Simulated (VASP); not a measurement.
Here is a VASP 6.6.1 calculation.

Contents of INCAR:

```
SYSTEM = Cu
PREC = Accurate
ENCUT = 520
EDIFF = 1E-7
ISMEAR = 0
SIGMA = 0.1
LREAL = .FALSE.
LASPH = .TRUE.
NELM = 60
ALGO = Normal
ISIF = 2
LWAVE = .FALSE.
LCHARG = .FALSE.
GGA = PS
NBANDS = 12
```

The input KPOINTS:

```
Automatic mesh
0
G
  8 8 8
  0 0 0
```

POSCAR

```
Cu
1.0
    0.0000000000      1.8075000000      1.8075000000
    1.8075000000      0.0000000000      1.8075000000
    1.8075000000      1.8075000000      0.0000000000
Cu
1
Direct
    0.0000000000      0.0000000000      0.0000000000
```

Potentials or basis: VASP PAW PBE potentials, release 64 (Cu).

The run is started by

```bash
$ cat potpaw_PBE.64/Cu/POTCAR > POTCAR
$ mpirun -np 1 vasp_std > vasp.out
```

(1) Predict the pressure.

Answers

(1) -5.0 GPa.

Caveat: the k points lie up to 0.38 Å⁻¹ apart; the PAW data sets were made with another functional, which shifts forces and pressure a little.
